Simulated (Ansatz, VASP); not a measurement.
One calculation of Cu4Ni, two programs

File INCAR:

```
PREC     = Accurate       # precision mode
ENCUT    = 600            # plane-wave cutoff, eV
EDIFF    = 1E-6           # SCF threshold, eV
ISMEAR   = 0              # smearing method
SIGMA    = 0.1            # smearing width, eV
LREAL    = F              # projectors in reciprocal space
LASPH    = T              # aspherical terms in the spheres
NELM     = 100            # most SCF steps
ALGO     = Fast           # electronic algorithm
ISIF     = 3              # what is computed and relaxed
LWAVE    = F              # write WAVECAR
LCHARG   = F              # write CHGCAR
GGA      = PE             # functional
IBRION   = 2              # ionic algorithm
NSW      = 100            # ionic steps
EDIFFG   = -0.01          # ionic threshold
KPAR     = 4
```

File KPOINTS:

```
regular mesh
0
Gamma
  18 18 2
```

File POSCAR:

```
Cu4Ni
1.0
    2.5387687000      0.0000000000      0.0000000000
   -1.2693843000      2.1986382000      0.0000000000
    0.0000000000      0.0000000000     20.9698358000
Cu Ni
8 2
Direct
    0.3333333000      0.6666667000      0.0505960000
    0.3333333000      0.6666667000      0.4494040000
    0.3333333000      0.6666667000      0.6515990000
    0.3333333000      0.6666667000      0.8484010000
    0.6666667000      0.3333333000      0.1515990000
    0.6666667000      0.3333333000      0.3484010000
    0.6666667000      0.3333333000      0.5505960000
    0.6666667000      0.3333333000      0.9494040000
    0.3333333000      0.6666667000      0.2500000000
    0.6666667000      0.3333333000      0.7500000000
```

Input for Ansatz:

```yaml
crystal:
  lattice:
    - [2.5387687, 0.0, 0.0]
    - [-1.2693843, 2.1986382, 0.0]
    - [0.0, 0.0, 20.9698358]
  atoms:
    - { symbol: Cu, position: [0.3333333, 0.6666667, 0.050596] }
    - { symbol: Cu, position: [0.3333333, 0.6666667, 0.449404] }
    - { symbol: Cu, position: [0.3333333, 0.6666667, 0.651599] }
    - { symbol: Cu, position: [0.3333333, 0.6666667, 0.848401] }
    - { symbol: Cu, position: [0.6666667, 0.3333333, 0.151599] }
    - { symbol: Cu, position: [0.6666667, 0.3333333, 0.348401] }
    - { symbol: Cu, position: [0.6666667, 0.3333333, 0.550596] }
    - { symbol: Cu, position: [0.6666667, 0.3333333, 0.949404] }
    - { symbol: Ni, position: [0.3333333, 0.6666667, 0.25] }
    - { symbol: Ni, position: [0.6666667, 0.3333333, 0.75] }
basis:
  ecutwfc: 420
kpoints:
  mp_grid: { grid: [18, 18, 2] }
hamiltonian:
  xc: pbe
scf:
  occupations: { method: gaussian, width: 0.1 }
output:
  forces: true
  stress: true
  eigenvalues: true
relax:
  adjacent_minimum: "off"
  f_tol: 0.01
  max_steps: 80
  cell: { stress_tol: 0.05 }
```

Alike in both runs: task relaxation of cell and atoms; functional PBE; k mesh 18 × 18 × 2; occupations gaussian, width 0.1 eV; no spin polarisation.

|  | VASP | Ansatz |
| --- | --- | --- |
| version | VASP 6.6.1 | Ansatz 0.2.0 |
| potentials or method | VASP PAW PBE potentials, release 64 (Cu, Ni), cutoff 600 eV | scalar-relativistic, plane waves, PAW |
| valence electrons in the cell | 108 | 188 |

Ansatz gave:

| Property | Result |
| --- | --- |
| gap on the k mesh at the Fermi level, each at its own relaxed structure (eV) | none |
| relaxed volume (Å³/atom) | 11.71 |
| relaxed length of the cell vector where the two differ most in proportion (Å) | 2.539 |

Task: Which values does VASP return?

Result: gap on the k mesh at the Fermi level, each at its own relaxed structure (eV): none; relaxed volume (Å³/atom): 11.75; relaxed length of the cell vector where the two differ most in proportion (Å): 2.542.

A gap of «none» marks a metal or a gap that the smearing closes. VASP's potentials hold 108 valence electrons a cell and Ansatz's 188, so a difference there can come from the potentials and not from the codes.
